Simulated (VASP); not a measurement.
# MgSnO2 (P4_2/mmc) in VASP: further runs, part 4 of 5

VASP 6.6.1. The steps go on from the part before.

### Step 5. Relaxation of cell and atoms, PBE

This run uses another cell than the first one, of 15.78 Å³/atom.

INCAR

```
PREC = Accurate
ENCUT = 600
EDIFF = 1E-6
ISMEAR = 0
SIGMA = 0.1
LREAL = F
LASPH = T
NELM = 60
ALGO = Normal
ISIF = 3
LWAVE = F
LCHARG = F
GGA = PE
IBRION = 2
NSW = 90
EDIFFG = -0.04
```

KPOINTS

```
regular mesh
0
Gamma
  4 4 4
```

POSCAR

```
MgSnO2
1.0
    4.5387474600      0.0000000000      0.0000000000
    0.0000000000      4.5387474600      0.0000000000
    0.0000000000      0.0000000000      6.1295381700
Mg Sn O
2 2 4
Direct
    0.5000000000      0.5000000000      0.0000000000
    0.5000000000      0.5000000000      0.5000000000
    0.0000000000      0.5000000000      0.5000000000
    0.5000000000      0.0000000000      0.0000000000
    0.0000000000      0.0000000000      0.2500000000
    0.0000000000      0.0000000000      0.7500000000
    0.5000000000      0.5000000000      0.2500000000
    0.5000000000      0.5000000000      0.7500000000
```

Potentials or basis: VASP PAW PBE potentials, release 64 (Mg, Sn_d, O).

Command:

```
$ cat potpaw_PBE.64/Mg/POTCAR potpaw_PBE.64/Sn_d/POTCAR potpaw_PBE.64/O/POTCAR > POTCAR
$ mpirun -np 1 vasp_std > vasp.out
```

OUTCAR:

```text
PREC = Accurate
   ENCUT = 600
   EDIFF = 1E-6
   ISMEAR = 0
   LREAL = F
   LASPH = T
   NELM = 60
   ISIF = 3
   GGA = PE
   IBRION = 2
   NSW = 90
   EDIFFG = -0.04

 ion  position               nearest neighbor table
   1  0.500  0.500  0.000-   7 1.53   8 1.53   4 2.27   4 2.27   2 3.06   2 3.06
   2  0.500  0.500  0.500-   7 1.53   8 1.53   3 2.27   3 2.27   1 3.06   1 3.06
   3  0.000  0.500  0.500-   2 2.27   2 2.27   6 2.74   7 2.74   8 2.74   5 2.74   6 2.74   5 2.74
                             7 2.74   8 2.74
   4  0.500  0.000  0.000-   1 2.27   1 2.27   6 2.74   7 2.74   8 2.74   5 2.74   7 2.74   8 2.74
                             5 2.74   6 2.74
   5  0.000  0.000  0.250-   3 2.74   4 2.74   3 2.74   4 2.74
   6  0.000  0.000  0.750-   3 2.74   4 2.74   3 2.74   4 2.74
   7  0.500  0.500  0.250-   1 1.53   2 1.53   3 2.74   4 2.74   4 2.74   3 2.74
   8  0.500  0.500  0.750-   1 1.53   2 1.53   3 2.74   4 2.74   4 2.74   3 2.74

  LATTYP: Found a simple tetragonal cell.
 ALAT       =     4.5387474600
 C/A-ratio  =     1.3504911265

  Lattice vectors:

 A1 = (   4.5387474600,   0.0000000000,   0.0000000000)
 A2 = (   0.0000000000,   4.5387474600,   0.0000000000)
 A3 = (   0.0000000000,   0.0000000000,   6.1295381700)

Analysis of symmetry for initial positions (statically):
=====================================================================
 Subroutine PRICEL returns:
 Original cell was already a primitive cell.

 Routine SETGRP: Setting up the symmetry group for a
 simple tetragonal supercell.

 Subroutine GETGRP returns: Found 16 space group operations
 (whereof  8 operations were pure point group operations)
 out of a pool of 16 trial point group operations.

The static configuration has the point symmetry D_2h.
 The point group associated with its full space group is D_4h.

Analysis of symmetry for dynamics (positions and initial velocities):
=====================================================================
 Subroutine PRICEL returns:
 Original cell was already a primitive cell.

 Routine SETGRP: Setting up the symmetry group for a
 simple tetragonal supercell.

 Subroutine GETGRP returns: Found 16 space group operations
 (whereof  8 operations were pure point group operations)
 out of a pool of 16 trial point group operations.

The dynamic configuration has the point symmetry D_2h.
 The point group associated with its full space group is D_4h.

 Subroutine INISYM returns: Found 16 space group operations
 (whereof  8 operations are pure point group operations),
 and found     1 'primitive' translations

----------------------------------------------------------------------------------------

                                     Primitive cell

  volume of cell :     126.2699

  direct lattice vectors                    reciprocal lattice vectors
     4.538747460  0.000000000  0.000000000     0.220325103  0.000000000  0.000000000
     0.000000000  4.538747460  0.000000000     0.000000000  0.220325103  0.000000000
     0.000000000  0.000000000  6.129538170     0.000000000  0.000000000  0.163144428

  length of vectors
     4.538747460  4.538747460  6.129538170     0.220325103  0.220325103  0.163144428

  position of ions in fractional coordinates (direct lattice)
     0.500000000  0.500000000  0.000000000
     0.500000000  0.500000000  0.500000000
     0.000000000  0.500000000  0.500000000
     0.500000000  0.000000000  0.000000000
     0.000000000  0.000000000  0.250000000
     0.000000000  0.000000000  0.750000000
     0.500000000  0.500000000  0.250000000
     0.500000000  0.500000000  0.750000000

  ion indices of the primitive-cell ions
   primitive index   ion index
                 1           1
                 2           2
                 3           3
                 4           4
                 5           5
                 6           6
                 7           7
                 8           8

----------------------------------------------------------------------------------------

 KPOINTS: regular mesh

Automatic generation of k-mesh.
 Grid dimensions read from file:
 generate k-points for:    4    4    4

 Generating k-lattice:

  Cartesian coordinates                     Fractional coordinates (reciprocal lattice)
     0.055081276  0.000000000  0.000000000     0.250000000  0.000000000  0.000000000
     0.000000000  0.055081276  0.000000000     0.000000000  0.250000000  0.000000000
     0.000000000  0.000000000  0.040786107     0.000000000  0.000000000  0.250000000

  Length of vectors
     0.055081276  0.055081276  0.040786107

  Shift w.r.t. Gamma in fractional coordinates (k-lattice)
     0.000000000  0.000000000  0.000000000

 Subroutine IBZKPT returns following result:
 ===========================================

 Found     18 irreducible k-points:

 Following reciprocal coordinates:
            Coordinates               Weight
  0.000000  0.000000  0.000000      1.000000
  0.250000  0.000000  0.000000      4.000000
  0.500000  0.000000  0.000000      2.000000
  0.250000  0.250000  0.000000      4.000000
  0.500000  0.250000  0.000000      4.000000
  0.500000  0.500000  0.000000      1.000000
[... 10 lines left out ...]
  0.500000  0.250000  0.500000      4.000000
  0.500000  0.500000  0.500000      1.000000
   k-points           NKPTS =     18   k-points in BZ     NKDIM =     18   number of bands    NBANDS=     33
   number of dos      NEDOS =    301   number of ions     NIONS =      8
   total plane-waves  NPLWV =  64800
   dimension x,y,z NGX =    36 NGY =   36 NGZ =   50
   dimension x,y,z NGXF=    72 NGYF=   72 NGZF=  100
   ions per type =               2   2   4
   NGX,Y,Z   is equivalent  to a cutoff of  13.19, 13.19, 13.56 a.u.
   NGXF,Y,Z  is equivalent  to a cutoff of  26.37, 26.37, 27.12 a.u.
 SYSTEM =  unknown system
   PREC   = accura    normal or accurate (medium, high low for compatibility)
   ISTART =      0    job   : 0-new  1-cont  2-samecut
   ICHARG =      2    charge: 1-file 2-atom 10-const
   ISPIN  =      1    spin polarized calculation?
   LNONCOLLINEAR =      F non collinear calculations
   LSORBIT =      F    spin-orbit coupling
   LASPH  =      T    aspherical Exc in radial PAW
   ENCUT  =  600.0 eV  44.10 Ry    6.64 a.u.   9.07  9.07 12.24*2*pi/ulx,y,z
   NELM   =     60;   NELMIN=  2; NELMDL= -5     # of ELM steps
   EDIFF  = 0.1E-05   stopping-criterion for ELM
   LREAL  =      F    real-space projection
   EDIFFG = -.4E-01   stopping-criterion for IOM
   NSW    =     90    number of steps for IOM
   IBRION =      2    ionic relax: 0-MD 1-quasi-New 2-CG
   NFREE  =      1    steps in history (QN), initial steepest desc. (CG)
   ISIF   =      3    stress and relaxation
   ISYM   =      2    0-nonsym 1-usesym 2-fastsym
   POTIM  = 0.5000    time-step for ionic-motion
   TEBEG  =    0.0;   TEEND  =   0.0 temperature during run
   PSTRESS=    0.0 pullay stress
   NELECT =      56.0000    total number of electrons
   NUPDOWN=      -1.0000    fix difference up-down
   EMIN   =  10.00;   EMAX   =-10.00  energy-range for DOS
   EFERMI =   0.00;   METHOD = LEGACY
   ISMEAR =     0;   SIGMA  =   0.10  broadening in eV -4-tet -1-fermi 0-gaus
   EFERMI_NEDOS =   21; number of points for ismear=-14 and -15
   IALGO  =     38    algorithm
   IMIX   =      4    mixing-type and parameters
     AMIX     =   0.40;   BMIX     =  1.00
     AMIX_MAG =   1.60;   BMIX_MAG =  1.00
  volume/ion in A,a.u.               =      15.78       106.51
  Fermi-wavevector in a.u.,A,eV,Ry     =   1.248449  2.359227 21.206389  1.558626
  Thomas-Fermi vector in A             =   2.382535
   LORBIT       =      0    0 simple, 1 ext, 2 COOP (PROOUT), +10 PAW based schemes
   GGA     = PE    functional components
   LHFCALC =     F    Hartree Fock is set to
   AEXX    =    0.0000 exact exchange contribution
   IVDW    =     0    specifies the selected vdW correction
   LEPSILON=     F    determine dielectric tensor
   LRPA    =     F    only Hartree local field effects (RPA)
 conjugate gradient relaxation of ions
 non-spin polarized calculation
 Gauss-broadening in eV      SIGMA  =   0.10
  energy-cutoff  :      600.00
  volume of cell :      126.27
 maximum number of plane-waves:      4272
   NGX = 19   NGY = 19   NGZ = 25

--------------------------------------- Ionic step        1  -------------------------------------------

 number of electron      56.0000008 magnetization

 Free energy of the ion-electron system (eV)
  ---------------------------------------------------
  ext. energy  EPLUGINS =         0.00000000
  ---------------------------------------------------
  free energy    TOTEN  =       -24.47666801 eV

  energy without entropy =      -24.46534627  energy(sigma->0) =      -24.47100714

 E-fermi :   4.3316     XC(G=0):  -9.5864

 val. band max:        4.3009942452   @ k =   0.5000   0.2500   0.0000
 cond. band min:       4.3430180596   @ k =   0.5000   0.5000   0.0000
 fundamental gap:      0.0420238144
 Fermi energy:         4.3315587827
[... 1420 lines left out ...]
  FREE ENERGIE OF THE ION-ELECTRON SYSTEM (eV)
  ---------------------------------------------------
  free  energy   TOTEN  =       -29.6507349959 eV

  energy  without entropy=      -29.6166712842  energy(sigma->0) =      -29.63370314

[... ionic steps 4 to 8 ...]

--------------------------------------- Ionic step        9  -------------------------------------------

 number of electron      56.0000074 magnetization

------------------------ aborting loop because EDIFF is reached ----------------------------------------
[... 79 lines left out ...]
--------------------------------------- Ionic step       11  -------------------------------------------

 number of electron      56.0000078 magnetization

 Free energy of the ion-electron system (eV)
  ---------------------------------------------------
  ext. energy  EPLUGINS =         0.00000000
  ---------------------------------------------------
  free energy    TOTEN  =       -30.62685639 eV

  energy without entropy =      -30.58379546  energy(sigma->0) =      -30.60532592

 E-fermi :   1.0092     XC(G=0):  -7.8862

 val. band max:        1.0050722395   @ k =   0.2500   0.0000   0.0000
 cond. band min:       1.0253377711   @ k =   0.5000   0.2500   0.2500
 fundamental gap:      0.0202655316
 Fermi energy:         1.0092309816
[... 681 lines left out ...]
  FREE ENERGIE OF THE ION-ELECTRON SYSTEM (eV)
  ---------------------------------------------------
  free  energy   TOTEN  =       -30.6268563859 eV

  energy  without entropy=      -30.5837954611  energy(sigma->0) =      -30.60532592

 reached required accuracy - stopping structural energy minimisation
```

Run time: 6.1 min. Hardware: 1 thread of Intel Xeon 6975P-C (Granite Rapids), shared host; peak memory 0.31 GiB.

Results:

```
Free energy                           : -30.6269 eV
Relaxed volume                        : 23.52 Å³/atom
Relaxed cell                          : a = 5.157 Å, b = 5.157 Å, c = 7.077 Å, α = 90.00°, β = 90.00°, γ = 90.00°
Space group after relaxing (to 0.1 Å) : P4_2/mmc (No. 131)
Energy gained by relaxing             : 768.8 meV/atom
Ionic steps                           : 11
Pressure after relaxing               : 0.0 GPa
Band gap on the k mesh                : zero (bands 28 and 29 overlap by 0.17 eV)
```

Step by step:
```
step  energy change (eV)  largest force (eV/Å)  pressure (GPa)  volume (Å³)
   1              0.0000                0.0000           43.13       126.27
   2             -0.8061                0.0000           -7.98       215.71
   3             -5.1741                0.0000            3.35       163.25
   4             -5.2148                0.0000            4.65       160.49
   5             -5.2202                0.0000            5.73       158.42
   6             -6.0550                0.0000            1.60       177.06
   7             -6.1456                0.0000            0.49       184.94
   8             -6.1497                0.0000            0.22       187.03
   9             -6.1496                0.0000            0.15       187.63
  10             -6.1495                0.0000           -0.27       188.82
  11             -6.1502                0.0000           -0.03       188.17
```

Final structure:
```
Mg Sn O
1.0
     5.15653    0.00000    0.00000
     0.00000    5.15653    0.00000
     0.00000    0.00000    7.07671
Mg Sn O
2 2 4
Cartesian
  2.5783 2.5783 0.0000
  2.5783 2.5783 3.5384
  0.0000 2.5783 3.5384
  2.5783 0.0000 0.0000
  0.0000 0.0000 1.7692
  0.0000 0.0000 5.3075
  2.5783 2.5783 1.7692
  2.5783 2.5783 5.3075
```

Levels at points of the mesh, in eV from the Fermi level:
```tsv
k point	band 24	band 25	band 26	band 27	band 28	band 29	band 30	band 31	band 32	band 33
(0.00, 0.00, 0.00)	-0.83	-0.54	-0.28	-0.28	-0.04	0.72	0.72	1.11	2.34	2.83
(0.50, 0.00, 0.00)	-0.93	-0.89	-0.58	-0.35	0.02	0.22	0.88	2.02	2.50	2.81
(0.50, 0.50, 0.00)	-1.13	-0.48	-0.48	-0.23	-0.23	0.08	0.68	1.16	3.14	3.18
(0.00, 0.00, 0.50)	-0.77	-0.38	-0.38	-0.32	-0.32	0.98	0.98	1.43	1.43	2.69
(0.50, 0.00, 0.50)	-0.97	-0.96	-0.46	-0.19	-0.06	0.26	0.95	1.96	2.61	2.84
(0.50, 0.50, 0.50)	-0.92	-0.55	-0.55	-0.11	-0.11	-0.08	-0.08	2.31	2.31	3.12
```

Caveat: the volume moved by over 15 % at a fixed basis, so the end points are rough; semilocal functionals underestimate gaps, and a narrow one can read as zero; spin-orbit coupling is left out, which moves the levels of the heavy elements.

(Part 4 of 5 ends here.)

The gap in the log of VASP goes by the Fermi energy; the results here count the filled bands.